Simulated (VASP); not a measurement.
# KMgF3 (Pm-3m) in VASP: single point with HSE06

Aim: the single point of KMgF3 with HSE06.

Program: VASP 6.6.1. These are calculated values, not measurements. Logs are shortened: lines on timing, memory, paths and dates and some standing lists are left out, and cuts for length are marked.

**1. The cell of the first run**

Symmetry: Pm-3m, No. 221, cubic system. The conventional cell has a = 4.033 Å, b = 4.033 Å, c = 4.033 Å, α = 90.00°, β = 90.00°, γ = 90.00°. K (site symmetry m-3m) has 12 F at 2.85 Å and 8 Mg at 3.49 Å within 3.8 Å. Mg (site symmetry m-3m) has 6 F at 2.02 Å within 2.7 Å. Within 2.7 Å of F (site symmetry 4/mmm) lie 2 Mg at 2.02 Å.

**2. Single point, HSE06 (13.11 Å³/atom)**

POSCAR

```
KMgF3
1.0
    4.0325305745      0.0000000000      0.0000000000
    0.0000000000      4.0325305745      0.0000000000
    0.0000000000      0.0000000000      4.0325305745
K Mg F
1 1 3
Direct
    0.5000000000      0.5000000000      0.5000000000
    0.0000000000      0.0000000000      0.0000000000
    0.5000000000      0.0000000000      0.0000000000
    0.0000000000      0.5000000000      0.0000000000
    0.0000000000      0.0000000000      0.5000000000
```

INCAR.step1

```
SYSTEM = KMgF3
PREC = Accurate ; ENCUT = 520
EDIFF = 1E-5 ; ISMEAR = 0
SIGMA = 0.01 ; LREAL = .FALSE.
LASPH = .TRUE. ; NELM = 100
ALGO = Normal ; ISIF = 2
LWAVE = .TRUE. ; LCHARG = .FALSE.
GGA = PE ; NBANDS = 24
```

INCAR.step2

```
SYSTEM = KMgF3
PREC = Accurate ; ENCUT = 520
EDIFF = 1E-7 ; ISMEAR = 0
SIGMA = 0.01 ; LREAL = .FALSE.
LASPH = .TRUE. ; NELM = 100
ALGO = Normal ; ISIF = 2
LWAVE = .FALSE. ; LCHARG = .FALSE.
GGA = PE ; LHFCALC = .TRUE.
HFSCREEN = 0.2079 ; PRECFOCK = Fast
ISTART = 1 ; NBANDS = 24
```

KPOINTS

```
regular mesh
0
G
  4 4 4
  0 0 0
```

Potentials or basis: VASP PAW PBE potentials, release 64 (K_sv, Mg, F).

The run is started by

```bash
$ cat potpaw_PBE.64/K_sv/POTCAR potpaw_PBE.64/Mg/POTCAR potpaw_PBE.64/F/POTCAR > POTCAR
$ cp INCAR.step1 INCAR
$ mpirun -np 1 vasp_std > vasp.out
$ cp INCAR.step2 INCAR
$ mpirun -np 1 vasp_std > vasp.out
```

OUTCAR:

```text
SYSTEM = KMgF3
   PREC = Accurate
   ENCUT = 520
   EDIFF = 1E-7
   ISMEAR = 0
   LREAL = .FALSE.
   LASPH = .TRUE.
   NELM = 100
   ISIF = 2
   GGA = PE
   LHFCALC = .TRUE.
   HFSCREEN = 0.2079
   PRECFOCK = Fast
   ISTART = 1

 ion  position               nearest neighbor table
   1  0.500  0.500  0.500-   3 2.85   4 2.85   5 2.85   3 2.85   4 2.85   3 2.85   5 2.85   3 2.85
                             4 2.85   5 2.85   4 2.85   5 2.85   2 3.49   2 3.49   2 3.49   2 3.49
   2  0.000  0.000  0.000-   3 2.02   4 2.02   5 2.02   5 2.02   4 2.02   3 2.02   1 3.49   1 3.49
                             1 3.49   1 3.49   1 3.49   1 3.49   1 3.49   1 3.49
   3  0.500  0.000  0.000-   2 2.02   2 2.02   1 2.85   1 2.85   1 2.85   1 2.85
   4  0.000  0.500  0.000-   2 2.02   2 2.02   1 2.85   1 2.85   1 2.85   1 2.85
   5  0.000  0.000  0.500-   2 2.02   2 2.02   1 2.85   1 2.85   1 2.85   1 2.85

  LATTYP: Found a simple cubic cell.
 ALAT       =     4.0325305745

  Lattice vectors:

 A1 = (   4.0325305745,   0.0000000000,   0.0000000000)
 A2 = (   0.0000000000,   4.0325305745,   0.0000000000)
 A3 = (   0.0000000000,   0.0000000000,   4.0325305745)

Analysis of symmetry for initial positions (statically):
=====================================================================
 Subroutine PRICEL returns:
 Original cell was already a primitive cell.

 Routine SETGRP: Setting up the symmetry group for a
 simple cubic supercell.

 Subroutine GETGRP returns: Found 48 space group operations
 (whereof 48 operations were pure point group operations)
 out of a pool of 48 trial point group operations.

The static configuration has the point symmetry O_h .

Analysis of symmetry for dynamics (positions and initial velocities):
=====================================================================
 Subroutine PRICEL returns:
 Original cell was already a primitive cell.

 Routine SETGRP: Setting up the symmetry group for a
 simple cubic supercell.

 Subroutine GETGRP returns: Found 48 space group operations
 (whereof 48 operations were pure point group operations)
 out of a pool of 48 trial point group operations.

The dynamic configuration has the point symmetry O_h .

 Subroutine INISYM returns: Found 48 space group operations
 (whereof 48 operations are pure point group operations),
 and found     1 'primitive' translations
[... 92 lines left out ...]
   ISIF   =      2    stress and relaxation
   ISYM   =      3    0-nonsym 1-usesym 2-fastsym
   POTIM  = 0.5000    time-step for ionic-motion
   TEBEG  =    0.0;   TEEND  =   0.0 temperature during run
   PSTRESS=    0.0 pullay stress
   NELECT =      32.0000    total number of electrons
   NUPDOWN=      -1.0000    fix difference up-down
   EMIN   =  10.00;   EMAX   =-10.00  energy-range for DOS
   EFERMI =   0.00;   METHOD = LEGACY
   ISMEAR =     0;   SIGMA  =   0.01  broadening in eV -4-tet -1-fermi 0-gaus
   EFERMI_NEDOS =   21; number of points for ismear=-14 and -15
   IALGO  =     38    algorithm
   IMIX   =      1    mixing-type and parameters
     AMIX     =   0.40;   BMIX     =  1.00
     AMIX_MAG =   1.60;   BMIX_MAG =  1.00
  volume/ion in A,a.u.               =      13.11        88.50
  Fermi-wavevector in a.u.,A,eV,Ry     =   1.288884  2.435638 22.602296  1.661222
  Thomas-Fermi vector in A             =   2.420811
   LORBIT       =      0    0 simple, 1 ext, 2 COOP (PROOUT), +10 PAW based schemes
   GGA     = PE    functional components
   LHFCALC =     T    Hartree Fock is set to
   PRECFOCK=fast      Normal, Fast or Accurate (Low or Medium for compatibility)
   ENCUT4O =  -1.0   cutoff for four orbital integrals eV
   NKREDX  =     1    reduce k-point grid by
   NKREDY  =     1    reduce k-point grid by
   NKREDZ  =     1    reduce k-point grid by
   AEXX    =    0.2500 exact exchange contribution
   HFSCREEN=    0.2079 screening length (either q_TF or 0.3 A-1)
   HFSCREENC=   0.2079 screening length for correlation (either q_TF or 0.3 A-1)
   ENCUTFOCK=  -1.0 apply spherical cutoff to Coloumb kernel
   IVDW    =     0    specifies the selected vdW correction
   LEPSILON=     F    determine dielectric tensor
   LRPA    =     F    only Hartree local field effects (RPA)
 non-spin polarized calculation
 Gauss-broadening in eV      SIGMA  =   0.01
  energy-cutoff  :      520.00
  volume of cell :       65.57
 maximum number of plane-waves:      1791
 NGX is ok and might be reduce to    30
  NGX = 16; NGY = 16; NGZ = 16

 number of electron      31.9999957 magnetization

 Free energy of the ion-electron system (eV)
  ---------------------------------------------------
  ext. energy  EPLUGINS =         0.00000000
  ---------------------------------------------------
  free energy    TOTEN  =       -29.53786114 eV

  energy without entropy =      -29.53786114  energy(sigma->0) =      -29.53786114

 E-fermi :  -3.3715     XC(G=0):  -7.8158

 val. band max:       -3.4722237545   @ k =   0.5000   0.5000   0.5000
 cond. band min:       5.7854801925   @ k =   0.0000   0.0000   0.0000
 fundamental gap:      9.2577039470
 Fermi energy:        -3.3714521128

 k-point     1 :       0.0000    0.0000    0.0000
  band No.  band energies     occupation
      1     -30.6237      2.00000
      2     -25.0615      2.00000
      3     -24.4339      2.00000
      4     -24.4339      2.00000
      5     -12.7663      2.00000
      6     -12.7663      2.00000
[... 259 lines left out ...]
     23      13.7716      0.00000
     24      13.9258      0.00000

------------------------ aborting loop because EDIFF is reached ----------------------------------------

  FORCE on cell =-STRESS in cart. coord.  units (eV):
  Direction    XX          YY          ZZ          XY          YZ          ZX
  --------------------------------------------------------------------------------------
  -------------------------------------------------------------------------------------
  Total       -0.6539813     -0.6539813     -0.6539813     -0.0000000     -0.0000000      0.0000000
  in kB      -15.9787544    -15.9787544    -15.9787544     -0.0000000     -0.0000000      0.0000000
  external PRESSURE =     -15.9787544 kB  Pullay stress =       0.0000000 kB

 VOLUME and BASIS-vectors are now :
 -----------------------------------------------------------------------------
  energy-cutoff  :      520.00
  volume of cell :       65.57
      direct lattice vectors                 reciprocal lattice vectors
     4.032530574  0.000000000  0.000000000     0.247983241  0.000000000  0.000000000
     0.000000000  4.032530574  0.000000000     0.000000000  0.247983241  0.000000000
     0.000000000  0.000000000  4.032530574     0.000000000  0.000000000  0.247983241

 POSITION                                       TOTAL-FORCE (eV/Angst)
 -----------------------------------------------------------------------------------
      2.01627      2.01627      2.01627         0.000000      0.000000      0.000000
      0.00000      0.00000      0.00000         0.000000      0.000000      0.000000
      2.01627      0.00000      0.00000         0.000000      0.000000      0.000000
      0.00000      2.01627      0.00000         0.000000      0.000000      0.000000
      0.00000      0.00000      2.01627         0.000000      0.000000      0.000000
 -----------------------------------------------------------------------------------
    total drift:                                0.000072      0.000066      0.000067

  FREE ENERGIE OF THE ION-ELECTRON SYSTEM (eV)
  ---------------------------------------------------
  free  energy   TOTEN  =       -29.5378611408 eV

  energy  without entropy=      -29.5378611408  energy(sigma->0) =      -29.53786114
```

OSZICAR.step1:

```text
N       E                     dE             d eps       ncg     rms          rms(c)
DAV:   1     0.215208660899E+03    0.21521E+03   -0.17474E+04   496   0.128E+03
DAV:   2    -0.150925087842E+02   -0.23030E+03   -0.22326E+03   584   0.335E+02
DAV:   3    -0.261521043228E+02   -0.11060E+02   -0.11000E+02   680   0.681E+01
DAV:   4    -0.266614082530E+02   -0.50930E+00   -0.50862E+00   640   0.868E+00
DAV:   5    -0.266637783716E+02   -0.23701E-02   -0.23701E-02   640   0.656E-01    0.897E+00
DAV:   6    -0.244605320064E+02    0.22032E+01   -0.72581E+00   552   0.188E+01    0.391E+00
DAV:   7    -0.244479987070E+02    0.12533E-01   -0.16682E-01   552   0.268E+00    0.228E+00
DAV:   8    -0.244460486427E+02    0.19501E-02   -0.63366E-02   592   0.234E+00    0.249E-01
DAV:   9    -0.244464448010E+02   -0.39616E-03   -0.92931E-03   632   0.670E-01    0.139E-01
DAV:  10    -0.244468209799E+02   -0.37618E-03   -0.82245E-04   560   0.179E-01    0.817E-02
DAV:  11    -0.244468002083E+02    0.20772E-04   -0.96566E-05   568   0.709E-02    0.361E-02
DAV:  12    -0.244468046865E+02   -0.44782E-05   -0.67307E-06   368   0.205E-02
   1 F= -.24446805E+02 E0= -.24446805E+02  d E =-.332821E-25
```

It took 25 min on 1 thread of AMD EPYC 7R43 (Zen 3), shared host; peak memory 0.25 GiB.

What came out:

| Property | Result |
| --- | --- |
| Free energy | -29.5379 eV |
| Pressure | -1.6 GPa |
| Band gap on the k mesh | 9.26 eV (least direct gap 9.56 eV) |

Levels at points of the mesh, in eV from the valence-band top:
| k point | band 13 | band 14 | band 15 | band 16 | band 17 | band 18 | band 19 | band 20 |
| --- | --- | --- | --- | --- | --- | --- | --- | --- |
| (0.00, 0.00, 0.00) | -0.63 | -0.30 | -0.30 | -0.30 | 9.26 | 12.34 | 12.34 | 14.63 |
| (0.50, 0.00, 0.00) | -0.86 | -0.84 | -0.51 | -0.51 | 12.17 | 12.44 | 13.41 | 15.22 |
| (0.50, 0.50, 0.00) | -1.01 | -0.89 | -0.89 | -0.02 | 13.16 | 13.93 | 14.67 | 14.67 |
| (0.50, 0.50, 0.50) | -1.06 | 0.00 | 0.00 | 0.00 | 12.69 | 12.69 | 12.69 | 16.01 |

Caveat: the PAW data sets were made with another functional, which shifts forces and pressure a little.
